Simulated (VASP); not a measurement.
AlGa2Sb3:

```xyz
6
Lattice="3.0214 1.7444 5.1030 -3.0214 1.7444 5.1030 0.0000 -3.4888 5.1030" Properties=species:S:1:pos:R:3 pbc="T T T"
Al    0.0000    0.0000    7.6545
Ga    0.0000    0.0000    2.1126
Ga    0.0000    0.0000   13.1965
Sb    0.0000    1.7444    5.1030
Sb   -1.5107   -0.8722    5.1030
Sb    1.5107   -0.8722    5.1030
```

```yaml
Program: VASP 6.6.1
Task: relaxation of cell and atoms
Functional: PBE
Potentials_or_basis: VASP PAW PBE potentials, release 64 (Al, Ga_d, Sb)
Cutoff: 600 eV
k_mesh: 6 × 6 × 6
Occupations: gaussian, width 0.1 eV
Spin: no spin polarisation
```

At the start: pressure 0.3 GPa; volume 26.90 Å³/atom.

How do energy, volume and symmetry change on relaxing?

Over 22 steps the energy falls by 79.7 meV/atom and the volume is 26.09 Å³/atom (-3.0 %); space group R-3m (No. 166, to 0.05 Å).

The path:
```tsv
step	energy change (eV)	largest force (eV/Å)	pressure (GPa)	volume (Å³)
1	0.0000	0.0175	0.29	161.37
2	-0.2310	0.0337	-0.44	162.34
3	-0.3748	0.0121	-0.79	163.05
4	-0.3904	0.0182	-0.75	163.10
5	-0.3949	0.0476	-0.72	163.09
6	-0.4016	0.1055	-0.67	162.99
7	-0.4086	0.1604	0.33	158.99
8	-0.4091	0.1485	0.11	159.83
9	-0.4126	0.1422	0.11	159.63
10	-0.4226	0.1225	0.13	159.02
11	-0.4398	0.0834	0.20	157.80
12	-0.4552	0.0658	0.55	155.32
13	-0.4554	0.0010	0.42	156.04
14	-0.4598	0.0212	0.25	156.56
15	-0.4652	0.0952	-0.26	158.13
16	-0.4685	0.1089	-0.19	157.78
17	-0.4704	0.1318	-0.07	157.30
18	-0.4722	0.1152	-0.01	157.10
19	-0.4758	0.0674	0.17	156.48
20	-0.4748	0.0232	0.60	155.24
21	-0.4767	0.0301	0.34	155.97
22	-0.4780	0.0191	0.19	156.56
```

Final structure:
```cif
data_structure
_symmetry_space_group_name_H-M 'P 1'
_symmetry_Int_Tables_number 1
_cell_length_a 5.6125
_cell_length_b 5.6125
_cell_length_c 5.6125
_cell_angle_alpha 72.553
_cell_angle_beta 72.553
_cell_angle_gamma 72.553
_cell_volume 156.56
loop_
_atom_site_label
_atom_site_type_symbol
_atom_site_fract_x
_atom_site_fract_y
_atom_site_fract_z
_atom_site_occupancy
Al1 Al 0.50000 0.50000 0.50000 1
Ga1 Ga 0.11964 0.11964 0.11964 1
Ga2 Ga 0.88036 0.88036 0.88036 1
Sb1 Sb 0.50000 0.50000 0.00000 1
Sb2 Sb 0.00000 0.50000 0.50000 1
Sb3 Sb 0.50000 0.00000 0.50000 1
```
